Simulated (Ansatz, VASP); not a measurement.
Given: the input of a run of Ansatz 0.2.0 on Pt.

The input input:

```
crystal:
  lattice:
    - [0.0, 1.9993587835, 1.9993587835]
    - [1.9993587835, 0.0, 1.9993587835]
    - [1.9993587835, 1.9993587835, 0.0]
  atoms:
    - { symbol: Pt, position: [0.0, 0.0, 0.0] }
hamiltonian:
  xc: hse06
  pseudopotentials: { kind: paw }
kpoints:
  mp_grid: { grid: [8, 8, 8] }
scf:
  occupations: { method: fermi_dirac, width: 0.05 }
output:
  forces: true
  stress: true
  eigenvalues: true
```

Translate it to VASP 6.6.1. Potentials there: VASP PAW PBE potentials, release 64 (Pt).

As run (the cutoff follows the program's own potentials):

Contents of POSCAR:

```
Pt
1.0
    0.0000000000      1.9993587835      1.9993587835
    1.9993587835      0.0000000000      1.9993587835
    1.9993587835      1.9993587835      0.0000000000
Pt
1
Direct
    0.0000000000      0.0000000000      0.0000000000
```

INCAR.step1

```
PREC = Accurate
ENCUT = 520
EDIFF = 1E-5
ISMEAR = -1
SIGMA = 0.05
LREAL = F
LASPH = T
NELM = 100
ALGO = Normal
ISIF = 2
LWAVE = T
LCHARG = F
GGA = PE
NBANDS = 11
```

File INCAR.step2:

```
PREC = Accurate
ENCUT = 520
EDIFF = 1E-7
ISMEAR = -1
SIGMA = 0.05
LREAL = F
LASPH = T
NELM = 100
ALGO = Normal
ISIF = 2
LWAVE = F
LCHARG = F
GGA = PE
LHFCALC = T
HFSCREEN = 0.2079
PRECFOCK = Normal
ISTART = 1
NBANDS = 11
```

The input KPOINTS:

```
Automatic mesh
0
Gamma
  8 8 8
```

Potentials or basis: VASP PAW PBE potentials, release 64 (Pt).

Command:

```console
$ cat potpaw_PBE.64/Pt/POTCAR > POTCAR
$ cp INCAR.step1 INCAR
$ mpirun -np 1 vasp_std > vasp.out
$ cp INCAR.step2 INCAR
$ mpirun -np 1 vasp_std > vasp.out
```

Both were run:

|  | VASP | Ansatz | Ansatz less VASP |
| --- | --- | --- | --- |
| gap on the k mesh at the Fermi level (eV) | none | none | - |
| pressure (GPa) | -12.8 | -13.2 | -0.36 |

A gap of «none» marks a metal or a gap that the smearing closes. With one functional, cell and mesh, what is left measures potentials, basis and numerics. VASP's potentials hold 10 valence electrons a cell and Ansatz's 18, so a difference there can come from the potentials and not from the codes.

Spin-orbit coupling is off throughout.
